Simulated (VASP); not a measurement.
# ScIr (Pm-3m) in VASP: notebook

Runs on ScIr. Level: LDA. Tasks: single point.

Program: VASP 6.6.1. These are calculated values, not measurements. Logs are shortened: lines on timing, memory, paths and dates and some standing lists are left out, and cuts for length are marked.

### Step 1. The cell of the first run

It takes space group Pm-3m (No. 221, cubic). The conventional cell has a = 3.132 Å, b = 3.132 Å, c = 3.132 Å, α = 90.00°, β = 90.00°, γ = 90.00°. Within 3.6 Å of Sc (site symmetry m-3m) lie 8 Ir at 2.71 Å and 6 Sc at 3.13 Å. Within 3.6 Å of Ir (site symmetry m-3m) lie 8 Sc at 2.71 Å and 6 Ir at 3.13 Å.

### Step 2. Single point, LDA

File INCAR:

```
ALGO = Normal ; EDIFF = 1E-6
ENCUT = 560 ; GGA = CA
GGA_COMPAT = F ; ISIF = 2
ISMEAR = -1 ; LASPH = T
LCHARG = F ; LREAL = F
LWAVE = F ; NBANDS = 21
NELM = 120 ; PREC = Accurate
SIGMA = 0.1
```

File KPOINTS:

```
k-points
0
Gamma
  9 9 9
```

File POSCAR:

```
ScIr
1.0
    3.1315681862      0.0000000000      0.0000000000
    0.0000000000      3.1315681862      0.0000000000
    0.0000000000      0.0000000000      3.1315681862
Sc Ir
1 1
Direct
    0.5000000000      0.5000000000      0.5000000000
    0.0000000000      0.0000000000      0.0000000000
```

Potentials or basis: VASP PAW LDA potentials, release 64 (Sc_sv, Ir_sv_GW).

Started as:

```
> cat potpaw_LDA.64/Sc_sv/POTCAR potpaw_LDA.64/Ir_sv_GW/POTCAR > POTCAR
> mpirun -np 1 vasp_std > vasp.out
```

OUTCAR:

```text
EDIFF = 1E-6
   ENCUT = 560
   GGA = CA
   ISIF = 2
   ISMEAR = -1
   LASPH = T
   LREAL = F
   NELM = 120
   PREC = Accurate

 ion  position               nearest neighbor table
   1  0.500  0.500  0.500-   2 2.71   2 2.71   2 2.71   2 2.71   2 2.71   2 2.71   2 2.71   2 2.71

   2  0.000  0.000  0.000-   1 2.71   1 2.71   1 2.71   1 2.71   1 2.71   1 2.71   1 2.71   1 2.71

  LATTYP: Found a simple cubic cell.
 ALAT       =     3.1315681862

  Lattice vectors:

 A1 = (   3.1315681862,   0.0000000000,   0.0000000000)
 A2 = (   0.0000000000,   3.1315681862,   0.0000000000)
 A3 = (   0.0000000000,   0.0000000000,   3.1315681862)

Analysis of symmetry for initial positions (statically):
=====================================================================
 Subroutine PRICEL returns:
 Original cell was already a primitive cell.

 Routine SETGRP: Setting up the symmetry group for a
 simple cubic supercell.

 Subroutine GETGRP returns: Found 48 space group operations
 (whereof 48 operations were pure point group operations)
 out of a pool of 48 trial point group operations.

The static configuration has the point symmetry O_h .

Analysis of symmetry for dynamics (positions and initial velocities):
=====================================================================
 Subroutine PRICEL returns:
 Original cell was already a primitive cell.

 Routine SETGRP: Setting up the symmetry group for a
 simple cubic supercell.

 Subroutine GETGRP returns: Found 48 space group operations
 (whereof 48 operations were pure point group operations)
 out of a pool of 48 trial point group operations.

The dynamic configuration has the point symmetry O_h .

 Subroutine INISYM returns: Found 48 space group operations
 (whereof 48 operations are pure point group operations),
 and found     1 'primitive' translations

----------------------------------------------------------------------------------------

                                     Primitive cell

  volume of cell :      30.7104

  direct lattice vectors                    reciprocal lattice vectors
     3.131568186  0.000000000  0.000000000     0.319328828  0.000000000  0.000000000
     0.000000000  3.131568186  0.000000000     0.000000000  0.319328828  0.000000000
     0.000000000  0.000000000  3.131568186     0.000000000  0.000000000  0.319328828

  length of vectors
     3.131568186  3.131568186  3.131568186     0.319328828  0.319328828  0.319328828

  position of ions in fractional coordinates (direct lattice)
     0.500000000  0.500000000  0.500000000
     0.000000000  0.000000000  0.000000000

  ion indices of the primitive-cell ions
   primitive index   ion index
                 1           1
                 2           2

----------------------------------------------------------------------------------------

 KPOINTS: k-points

Automatic generation of k-mesh.
 Grid dimensions read from file:
 generate k-points for:    9    9    9

 Generating k-lattice:

  Cartesian coordinates                     Fractional coordinates (reciprocal lattice)
     0.035480981  0.000000000  0.000000000     0.111111111  0.000000000  0.000000000
     0.000000000  0.035480981  0.000000000     0.000000000  0.111111111  0.000000000
     0.000000000  0.000000000  0.035480981     0.000000000  0.000000000  0.111111111

  Length of vectors
     0.035480981  0.035480981  0.035480981

  Shift w.r.t. Gamma in fractional coordinates (k-lattice)
     0.000000000  0.000000000  0.000000000

 Subroutine IBZKPT returns following result:
 ===========================================

 Found     35 irreducible k-points:

 Following reciprocal coordinates:
            Coordinates               Weight
  0.000000  0.000000  0.000000      1.000000
  0.111111  0.000000  0.000000      6.000000
  0.222222  0.000000  0.000000      6.000000
  0.333333  0.000000  0.000000      6.000000
  0.444444  0.000000  0.000000      6.000000
  0.111111  0.111111  0.000000     12.000000
[... 16 lines left out ...]
  0.333333  0.333333  0.111111     24.000000
  0.444444  0.333333  0.111111     48.000000
 [... further k-points ...]
   k-points           NKPTS =     35   k-points in BZ     NKDIM =     35   number of bands    NBANDS=     21
   number of dos      NEDOS =    301   number of ions     NIONS =      2
   total plane-waves  NPLWV =  13824
   dimension x,y,z NGX =    24 NGY =   24 NGZ =   24
   dimension x,y,z NGXF=    48 NGYF=   48 NGZF=   48
   ions per type =               1   1
   NGX,Y,Z   is equivalent  to a cutoff of  12.74, 12.74, 12.74 a.u.
   NGXF,Y,Z  is equivalent  to a cutoff of  25.48, 25.48, 25.48 a.u.
 SYSTEM =  unknown system
   PREC   = accura    normal or accurate (medium, high low for compatibility)
   ISTART =      0    job   : 0-new  1-cont  2-samecut
   ICHARG =      2    charge: 1-file 2-atom 10-const
   ISPIN  =      1    spin polarized calculation?
   LNONCOLLINEAR =      F non collinear calculations
   LSORBIT =      F    spin-orbit coupling
   LASPH  =      T    aspherical Exc in radial PAW
   ENCUT  =  560.0 eV  41.16 Ry    6.42 a.u.   6.04  6.04  6.04*2*pi/ulx,y,z
   NELM   =    120;   NELMIN=  2; NELMDL= -5     # of ELM steps
   EDIFF  = 0.1E-05   stopping-criterion for ELM
   LREAL  =      F    real-space projection
   EDIFFG = 0.1E-04   stopping-criterion for IOM
   NSW    =      0    number of steps for IOM
   IBRION =     -1    ionic relax: 0-MD 1-quasi-New 2-CG
   NFREE  =      0    steps in history (QN), initial steepest desc. (CG)
   ISIF   =      2    stress and relaxation
   ISYM   =      2    0-nonsym 1-usesym 2-fastsym
   POTIM  = 0.5000    time-step for ionic-motion
   TEBEG  =    0.0;   TEEND  =   0.0 temperature during run
   PSTRESS=    0.0 pullay stress
   NELECT =      28.0000    total number of electrons
   NUPDOWN=      -1.0000    fix difference up-down
   EMIN   =  10.00;   EMAX   =-10.00  energy-range for DOS
   EFERMI =   0.00;   METHOD = LEGACY
   ISMEAR =    -1;   SIGMA  =   0.10  broadening in eV -4-tet -1-fermi 0-gaus
   EFERMI_NEDOS =   21; number of points for ismear=-14 and -15
   IALGO  =     38    algorithm
   IMIX   =      4    mixing-type and parameters
     AMIX     =   0.40;   BMIX     =  1.00
     AMIX_MAG =   1.60;   BMIX_MAG =  1.00
  volume/ion in A,a.u.               =      15.36       103.62
  Fermi-wavevector in a.u.,A,eV,Ry     =   1.587446  2.999838 34.286476  2.519985
  Thomas-Fermi vector in A             =   2.686602
   LORBIT       =      0    0 simple, 1 ext, 2 COOP (PROOUT), +10 PAW based schemes
   GGA     = CA    functional components
   LHFCALC =     F    Hartree Fock is set to
   AEXX    =    0.0000 exact exchange contribution
   IVDW    =     0    specifies the selected vdW correction
   LEPSILON=     F    determine dielectric tensor
   LRPA    =     F    only Hartree local field effects (RPA)
 non-spin polarized calculation
  energy-cutoff  :      560.00
  volume of cell :       30.71
 maximum number of plane-waves:       940
   NGX = 13   NGY = 13   NGZ = 13

 number of electron      27.9999994 magnetization

 Free energy of the ion-electron system (eV)
  ---------------------------------------------------
  ext. energy  EPLUGINS =         0.00000000
  ---------------------------------------------------
  free energy    TOTEN  =       -19.72726328 eV

  energy without entropy =      -19.71946133  energy(sigma->0) =      -19.72336230

 E-fermi :   8.9868     XC(G=0): -13.2708

 val. band max:        8.8626775763   @ k =   0.4444   0.4444   0.0000
 cond. band min:       9.0512267410   @ k =   0.4444   0.0000   0.0000
 fundamental gap:      0.1885491647
 Fermi energy:         8.9867544796

 k-point     1 :       0.0000    0.0000    0.0000
  band No.  band energies     occupation
      1     -82.7958      2.00000
      2     -39.8540      2.00000
      3     -39.8540      2.00000
      4     -39.8540      2.00000
      5     -39.4001      2.00000
      6     -18.2637      2.00000
[... 13 lines left out ...]
     20      17.7591      0.00000
     21      17.7591      0.00000

 k-point     2 :       0.1111    0.0000    0.0000
  band No.  band energies     occupation
      1     -82.7954      2.00000
      2     -39.8872      2.00000
      3     -39.8528      2.00000
      4     -39.8528      2.00000
      5     -39.3720      2.00000
      6     -18.3140      2.00000
[... 13 lines left out ...]
     20      16.8900      0.00000
     21      18.6689      0.00000

 k-point     3 :       0.2222    0.0000    0.0000
  band No.  band energies     occupation
      1     -82.7945      2.00000
      2     -39.9595      2.00000
      3     -39.8501      2.00000
      4     -39.8501      2.00000
      5     -39.3129      2.00000
      6     -18.4396      2.00000
[... 13 lines left out ...]
     20      15.2389      0.00000
     21      20.6061      0.00000

 k-point     4 :       0.3333    0.0000    0.0000
  band No.  band energies     occupation
      1     -82.7935      2.00000
      2     -40.0290      2.00000
      3     -39.8471      2.00000
      4     -39.8471      2.00000
      5     -39.2579      2.00000
      6     -18.5791      2.00000
[... 13 lines left out ...]
     20      14.2355      0.00000
     21      22.8779      0.00000

 k-point     5 :       0.4444    0.0000    0.0000
  band No.  band energies     occupation
      1     -82.7927      2.00000
      2     -40.0699      2.00000
      3     -39.8450      2.00000
      4     -39.8450      2.00000
      5     -39.2263      2.00000
      6     -18.6684      2.00000
[... 13 lines left out ...]
     20      14.1622      0.00000
     21      24.6400      0.00000
[... 382 lines left out ...]
     20      15.7451      0.00000
     21      19.2453      0.00000

 k-point    22 :       0.4444    0.2222    0.1111
  band No.  band energies     occupation
      1     -82.7914      2.00000
      2     -40.0111      2.00000
      3     -39.8843      2.00000
      4     -39.8529      2.00000
      5     -39.2650      2.00000
      6     -18.6185      2.00000
[... 13 lines left out ...]
     20      14.5884      0.00000
     21      20.2013      0.00000

 k-point    23 :       0.3333    0.3333    0.1111
  band No.  band energies     occupation
      1     -82.7911      2.00000
      2     -39.9667      2.00000
      3     -39.9175      2.00000
      4     -39.8522      2.00000
      5     -39.2836      2.00000
      6     -18.5274      2.00000
[... 13 lines left out ...]
     20      15.7122      0.00000
     21      18.2965      0.00000

 k-point    24 :       0.4444    0.3333    0.1111
  band No.  band energies     occupation
      1     -82.7906      2.00000
      2     -39.9709      2.00000
      3     -39.9169      2.00000
      4     -39.8498      2.00000
      5     -39.2923      2.00000
      6     -18.5878      2.00000
[... 13 lines left out ...]
     20      14.8300      0.00000
     21      18.5150      0.00000

 [... further k-points ...]

------------------------ aborting loop because EDIFF is reached ----------------------------------------

  FORCE on cell =-STRESS in cart. coord.  units (eV):
  Direction    XX          YY          ZZ          XY          YZ          ZX
  --------------------------------------------------------------------------------------
  -------------------------------------------------------------------------------------
  Total        1.2203864      1.2203864      1.2203864      0.0000000      0.0000000      0.0000000
  in kB       63.6681625     63.6681625     63.6681625      0.0000000      0.0000000      0.0000000
  external PRESSURE =      63.6681625 kB  Pullay stress =       0.0000000 kB

 VOLUME and BASIS-vectors are now :
 -----------------------------------------------------------------------------
  energy-cutoff  :      560.00
  volume of cell :       30.71
      direct lattice vectors                 reciprocal lattice vectors
     3.131568186  0.000000000  0.000000000     0.319328828  0.000000000  0.000000000
     0.000000000  3.131568186  0.000000000     0.000000000  0.319328828  0.000000000
     0.000000000  0.000000000  3.131568186     0.000000000  0.000000000  0.319328828

 POSITION                                       TOTAL-FORCE (eV/Angst)
 -----------------------------------------------------------------------------------
      1.56578      1.56578      1.56578         0.000000      0.000000      0.000000
      0.00000      0.00000      0.00000         0.000000      0.000000      0.000000
 -----------------------------------------------------------------------------------
    total drift:                                0.000000      0.000000     -0.000000

  FREE ENERGIE OF THE ION-ELECTRON SYSTEM (eV)
  ---------------------------------------------------
  free  energy   TOTEN  =       -19.7272632753 eV

  energy  without entropy=      -19.7194613329  energy(sigma->0) =      -19.72336230
```

Run time: 19 s. Hardware: 1 thread of AMD EPYC 7R43 (Zen 3), shared host; peak memory 0.12 GiB.

Results:

- Free energy: -19.7273 eV
- Pressure: 6.4 GPa

Caveat: the cell stands under pressure; spin-orbit coupling is left out, which moves the levels of the heavy elements.

### Step 3. Single point, LDA

This run uses another cell than the first one, of 15.50 Å³/atom.

File INCAR:

```
ALGO     = Normal         # electronic algorithm
EDIFF    = 1E-6           # SCF threshold, eV
ENCUT    = 560            # plane-wave cutoff, eV
GGA      = CA             # functional
GGA_COMPAT= False        
ISIF     = 2              # what is computed and relaxed
ISMEAR   = -1             # smearing method
LASPH    = True           # aspherical terms in the spheres
LCHARG   = True           # write CHGCAR
LELF     = True           # ELF
LREAL    = False          # projectors in reciprocal space
LVHAR    = True         
LWAVE    = False          # write WAVECAR
NBANDS   = 21             # bands
NELM     = 120            # most SCF steps
PREC     = Accurate       # precision mode
SIGMA    = 0.1            # smearing width, eV
```

KPOINTS is that of step 2.

File POSCAR:

```
ScIr
1.0
    3.1414124978      0.0000000000      0.0000000000
    0.0000000000      3.1414124978      0.0000000000
    0.0000000000      0.0000000000      3.1414124978
Sc Ir
1 1
Direct
    0.5000000000      0.5000000000      0.5000000000
    0.0000000000      0.0000000000      0.0000000000
```

Potentials or basis: VASP PAW LDA potentials, release 64 (Sc_sv, Ir_sv_GW).

Started as:

```
> cat potpaw_LDA.64/Sc_sv/POTCAR potpaw_LDA.64/Ir_sv_GW/POTCAR > POTCAR
> mpirun -np 1 vasp_std > vasp.out
```

It took 14 s on 1 thread of Intel Xeon Platinum 8375C at 2.90GHz (Ice Lake), shared host; peak memory 0.15 GiB.

It converged, with:

* Free energy: -19.7383 eV
* Pressure: 4.3 GPa

Levels at points of the mesh, in eV from the Fermi level:
```tsv
k point	band 12	band 13	band 14	band 15	band 16	band 17
(0.00, 0.00, 0.00)	-1.92	-1.92	-1.92	2.37	2.37	4.66
```

Caveat: the cell stands under pressure; spin-orbit coupling is left out, which moves the levels of the heavy elements.

### Step 4. Single point, LDA

This run uses another cell than the first one, of 15.80 Å³/atom.

File INCAR:

```
SYSTEM = ScIr
ALGO = Normal ; EDIFF = 1E-6
ENCUT = 560 ; GGA_COMPAT = .FALSE.
ISIF = 2 ; ISMEAR = -1
LASPH = .TRUE. ; LCHARG = .TRUE.
LELF = .TRUE. ; LREAL = .FALSE.
LVHAR = .TRUE. ; LWAVE = .FALSE.
NBANDS = 21 ; NELM = 120
PREC = Accurate ; SIGMA = 0.1
```

File KPOINTS:

```
k-points
0
G
  9 9 9
  0 0 0
```

File POSCAR:

```
ScIr
1.0
    3.1618359397      0.0000000000      0.0000000000
    0.0000000000      3.1618359397      0.0000000000
    0.0000000000      0.0000000000      3.1618359397
Sc Ir
1 1
Direct
    0.5000000000      0.5000000000      0.5000000000
    0.0000000000      0.0000000000      0.0000000000
```

Started as:

```
> cat potpaw_LDA.64/Sc_sv/POTCAR potpaw_LDA.64/Ir_sv_GW/POTCAR > POTCAR
> mpirun -np 1 vasp_std > vasp.out
```

It took 27 s on 1 thread of Intel Xeon Platinum 8375C at 2.90GHz (Ice Lake), shared host; peak memory 0.15 GiB.

Results (log left out):

```
Free energy : -19.7500 eV
Pressure    : 0.3 GPa
```

Levels at points of the mesh, in eV from the Fermi level:
```
           k point  band 12  band 13  band 14  band 15  band 16  band 17
(0.00, 0.00, 0.00)    -1.87    -1.87    -1.87     2.34     2.34     4.57
```

Caveat: spin-orbit coupling is left out, which moves the levels of the heavy elements.

### Step 5. Summary

| cell | pressure (GPa) |
| --- | --- |
| a = 3.132 Å, 2 atoms | 6.4 |
| a = 3.141 Å, 2 atoms | 4.3 |
| a = 3.162 Å, 2 atoms | 0.3 |

Alike in all rows: task single point; level LDA; potentials or basis VASP PAW LDA potentials, release 64 (Sc_sv, Ir_sv_GW); no spin polarisation; k mesh 9 × 9 × 9; cutoff (eV) 560; smearing fermi-dirac 0.1 eV.

Caveats: spin-orbit coupling is left out, which moves the levels of the heavy elements; the cell stands under pressure (at least some runs).

Absolute energies hang on the potentials; compare differences alone.
